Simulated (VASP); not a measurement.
# AlN in VASP: single point with HSE06

Aim: the single point of AlN with HSE06.

Program: VASP 6.6.1. These are calculated values, not measurements. Logs are shortened: lines on timing, memory, paths and dates and some standing lists are left out, and cuts for length are marked.

## 1. The cell of the first run

The typed cell holds 4 atoms: a = 3.130 Å, b = 3.130 Å, c = 5.017 Å, α = 90.00°, β = 90.00°, γ = 120.00°.

## 2. Single point, HSE06

POSCAR reads:

```
AlN
1.0
    3.1297569663      0.0000000289      0.0000000000
   -1.5648785082      2.7104490260      0.0000000000
    0.0000000000      0.0000000000      5.0174032534
Al N
2 2
Direct
    0.6671048056      0.3329323774      0.5000247799
    0.3329323767      0.6671048056      1.0000247801
    0.6639230870      0.3360397301      0.8799752205
    0.3360397294      0.6639230870      0.3799752203
```

INCAR.step1 reads:

```
PREC = Accurate
ENCUT = 520
EDIFF = 1E-5
ISMEAR = -1
SIGMA = 0.01
LREAL = F
LASPH = T
NELM = 120
ALGO = Normal
ISIF = 2
LWAVE = T
LCHARG = F
GGA = PE
NBANDS = 16
GGA_COMPAT = F
KPAR = 4
```

INCAR.step2 reads:

```
PREC = Accurate
ENCUT = 520
EDIFF = 1E-6
ISMEAR = -1
SIGMA = 0.01
LREAL = F
LASPH = T
NELM = 120
ALGO = Normal
ISIF = 2
LWAVE = F
LCHARG = F
GGA = PE
LHFCALC = T
HFSCREEN = 0.2079
PRECFOCK = Normal
ISTART = 1
NBANDS = 16
GGA_COMPAT = F
KPAR = 4
```

KPOINTS reads:

```
regular mesh
0
Gamma
  8 8 4
```

Potentials or basis: VASP PAW PBE potentials, release 64 (Al, N).

The run is started by

```bash
> cat potpaw_PBE.64/Al/POTCAR potpaw_PBE.64/N/POTCAR > POTCAR
> cp INCAR.step1 INCAR
> mpirun -np 4 vasp_std > vasp.out
> cp INCAR.step2 INCAR
> mpirun -np 4 vasp_std > vasp.out
```

OUTCAR:

```text
PREC = Accurate
   ENCUT = 520
   EDIFF = 1E-6
   ISMEAR = -1
   LREAL = F
   LASPH = T
   NELM = 120
   ISIF = 2
   GGA = PE
   LHFCALC = T
   HFSCREEN = 0.2079
   PRECFOCK = Normal
   ISTART = 1

 ion  position               nearest neighbor table
   1  0.667  0.333  0.500-   4 1.89   3 1.91   4 1.91   4 1.91   2 3.09   2 3.09   2 3.09   2 3.09
                             2 3.09   2 3.09
   2  0.333  0.667  0.000-   3 1.89   4 1.91   3 1.91   3 1.91   1 3.09   1 3.09   1 3.09   1 3.09
                             1 3.09   1 3.09
   3  0.664  0.336  0.880-   2 1.89   1 1.91   2 1.91   2 1.91
   4  0.336  0.664  0.380-   1 1.89   2 1.91   1 1.91   1 1.91

  LATTYP: Found a hexagonal cell.
 ALAT       =     3.1297569663
 C/A-ratio  =     1.6031287117

  Lattice vectors:

 A1 = (   3.1297569663,   0.0000000289,   0.0000000000)
 A2 = (  -1.5648785082,   2.7104490260,   0.0000000000)
 A3 = (   0.0000000000,   0.0000000000,   5.0174032534)

Analysis of symmetry for initial positions (statically):
=====================================================================
 Subroutine PRICEL returns:
 Original cell was already a primitive cell.

 Routine SETGRP: Setting up the symmetry group for a
 hexagonal supercell.

 Subroutine GETGRP returns: Found  2 space group operations
 (whereof  1 operations were pure point group operations)
 out of a pool of 24 trial point group operations.

The static configuration has the point symmetry C_1 .
 The point group associated with its full space group is C_1h.

Analysis of symmetry for dynamics (positions and initial velocities):
=====================================================================
 Subroutine PRICEL returns:
 Original cell was already a primitive cell.

 Routine SETGRP: Setting up the symmetry group for a
 hexagonal supercell.

 Subroutine GETGRP returns: Found  2 space group operations
 (whereof  1 operations were pure point group operations)
 out of a pool of 24 trial point group operations.

The dynamic configuration has the point symmetry C_1 .
 The point group associated with its full space group is C_1h.

 Subroutine INISYM returns: Found  2 space group operations
 (whereof  1 operations are pure point group operations),
 and found     1 'primitive' translations

----------------------------------------------------------------------------------------

                                     Primitive cell

  volume of cell :      42.5629

[... 96 lines left out ...]
   IBRION =     -1    ionic relax: 0-MD 1-quasi-New 2-CG
   NFREE  =      0    steps in history (QN), initial steepest desc. (CG)
   ISIF   =      2    stress and relaxation
   ISYM   =      3    0-nonsym 1-usesym 2-fastsym
   POTIM  = 0.5000    time-step for ionic-motion
   TEBEG  =    0.0;   TEEND  =   0.0 temperature during run
   PSTRESS=    0.0 pullay stress
   NELECT =      16.0000    total number of electrons
   NUPDOWN=      -1.0000    fix difference up-down
   EMIN   =  10.00;   EMAX   =-10.00  energy-range for DOS
   EFERMI =   0.00;   METHOD = LEGACY
   ISMEAR =    -1;   SIGMA  =   0.01  broadening in eV -4-tet -1-fermi 0-gaus
   EFERMI_NEDOS =   21; number of points for ismear=-14 and -15
   IALGO  =     38    algorithm
   IMIX   =      1    mixing-type and parameters
     AMIX     =   0.40;   BMIX     =  1.00
     AMIX_MAG =   1.60;   BMIX_MAG =  1.00
  volume/ion in A,a.u.               =      10.64        71.81
  Fermi-wavevector in a.u.,A,eV,Ry     =   1.181511  2.232733 18.993310  1.395969
  Thomas-Fermi vector in A             =   2.317783
   LORBIT       =      0    0 simple, 1 ext, 2 COOP (PROOUT), +10 PAW based schemes
   GGA     = PE    functional components
   LHFCALC =     T    Hartree Fock is set to
   PRECFOCK=normal    Normal, Fast or Accurate (Low or Medium for compatibility)
   ENCUT4O =  -1.0   cutoff for four orbital integrals eV
   NKREDX  =     1    reduce k-point grid by
   NKREDY  =     1    reduce k-point grid by
   NKREDZ  =     1    reduce k-point grid by
   AEXX    =    0.2500 exact exchange contribution
   HFSCREEN=    0.2079 screening length (either q_TF or 0.3 A-1)
   HFSCREENC=   0.2079 screening length for correlation (either q_TF or 0.3 A-1)
   ENCUTFOCK=  -1.0 apply spherical cutoff to Coloumb kernel
   IVDW    =     0    specifies the selected vdW correction
   LEPSILON=     F    determine dielectric tensor
   LRPA    =     F    only Hartree local field effects (RPA)
 non-spin polarized calculation
  energy-cutoff  :      520.00
  volume of cell :       42.56
 maximum number of plane-waves:      1170
  NGX = 18; NGY = 18; NGZ = 28

 number of electron      15.9999998 magnetization

 Free energy of the ion-electron system (eV)
  ---------------------------------------------------
  ext. energy  EPLUGINS =         0.00000000
  ---------------------------------------------------
  free energy    TOTEN  =       -34.87421796 eV

  energy without entropy =      -34.87421796  energy(sigma->0) =      -34.87421796

 E-fermi :   5.3182     XC(G=0):  -8.9324

 val. band max:        5.0391077372   @ k =   0.0000   0.0000   0.0000
 cond. band min:      10.4406736250   @ k =   0.0000   0.0000   0.0000
 fundamental gap:      5.4015658878
 Fermi energy:         5.3181697737

 k-point     1 :       0.0000    0.0000    0.0000
  band No.  band energies     occupation
      1     -11.5137      2.00000
      2      -9.2907      2.00000
      3      -1.3585      2.00000
      4       4.0990      2.00000
      5       4.1843      2.00000
      6       4.8480      2.00000
[... 433 lines left out ...]
      3      -0.3417      2.00000
      4       3.1549      2.00000
      5       3.4678      2.00000
      6       4.0391      2.00000
[... 8 lines left out ...]
     15      19.1763      0.00000
     16      19.2863      0.00000

 [... further k-points ...]
[... 5 lines left out ...]
  --------------------------------------------------------------------------------------
  -------------------------------------------------------------------------------------
  Total       -1.3758231     -1.6154381     -1.2346430     -0.2075128     -0.0008612     -0.0004972
  in kB      -51.7895690    -60.8093063    -46.4751842     -7.8113213     -0.0324190     -0.0187169
  external PRESSURE =     -53.0246865 kB  Pullay stress =       0.0000000 kB

 VOLUME and BASIS-vectors are now :
 -----------------------------------------------------------------------------
  energy-cutoff  :      520.00
  volume of cell :       42.56
      direct lattice vectors                 reciprocal lattice vectors
     3.129756966  0.000000029  0.000000000     0.319513625  0.184471282  0.000000000
    -1.564878508  2.710449026  0.000000000    -0.000000003  0.368942557  0.000000000
     0.000000000  0.000000000  5.017403253     0.000000000  0.000000000  0.199306284

 POSITION                                       TOTAL-FORCE (eV/Angst)
 -----------------------------------------------------------------------------------
      1.56688      0.90240      2.50883         0.111984     -0.066489     -0.093220
     -0.00194      1.80815      0.00012        -0.113573      0.063737     -0.093220
      1.55206      0.91082      4.41519         0.184676     -0.104788      0.093220
      0.01276      1.79953      1.90649        -0.183087      0.107540      0.093220
 -----------------------------------------------------------------------------------
    total drift:                               -0.000000     -0.000000      0.000300

  FREE ENERGIE OF THE ION-ELECTRON SYSTEM (eV)
  ---------------------------------------------------
  free  energy   TOTEN  =       -34.8742179598 eV

  energy  without entropy=      -34.8742179598  energy(sigma->0) =      -34.87421796
```

OSZICAR.step1:

```text
N       E                     dE             d eps       ncg     rms          rms(c)
DAV:   1     0.404242818662E+02    0.40424E+02   -0.73639E+03  2496   0.898E+02
DAV:   2    -0.309646467406E+02   -0.71389E+02   -0.66213E+02  3440   0.186E+02
DAV:   3    -0.344356687822E+02   -0.34710E+01   -0.34622E+01  3112   0.426E+01
DAV:   4    -0.344570098912E+02   -0.21341E-01   -0.21340E-01  3128   0.377E+00
DAV:   5    -0.344572978963E+02   -0.28801E-03   -0.28800E-03  3192   0.439E-01    0.121E+01
DAV:   6    -0.297624078256E+02    0.46949E+01   -0.10676E+01  3008   0.236E+01    0.411E+00
DAV:   7    -0.297888017069E+02   -0.26394E-01   -0.65572E-01  2760   0.570E+00    0.292E+00
DAV:   8    -0.297815898462E+02    0.72119E-02   -0.61818E-02  2912   0.230E+00    0.622E-01
DAV:   9    -0.297764070722E+02    0.51828E-02   -0.12234E-02  3344   0.817E-01    0.251E-01
DAV:  10    -0.297770419760E+02   -0.63490E-03   -0.23966E-03  2712   0.306E-01    0.136E-01
DAV:  11    -0.297769542104E+02    0.87766E-04   -0.18678E-04  3096   0.105E-01    0.340E-02
DAV:  12    -0.297769576280E+02   -0.34175E-05   -0.11607E-05  2264   0.276E-02
   1 F= -.29776958E+02 E0= -.29776958E+02  d E =-.460962E-11
```

Run time: 39 min. Hardware: 4 MPI ranks of Intel Xeon Platinum 8488C (Sapphire Rapids), shared host; peak memory 0.31 GiB.

Results:

```
Free energy            : -34.8742 eV
Pressure               : -5.3 GPa
Largest force          : 0.232 eV/Å
Band gap on the k mesh : 5.40 eV
```

Forces on the atoms (eV/Å):
```
Al   0.112 -0.066 -0.093
Al  -0.114  0.064 -0.093
N    0.185 -0.105  0.093
N   -0.183  0.108  0.093
```

Caveat: the cell stands under tension; the PAW data sets were made with another functional, which shifts forces and pressure a little.
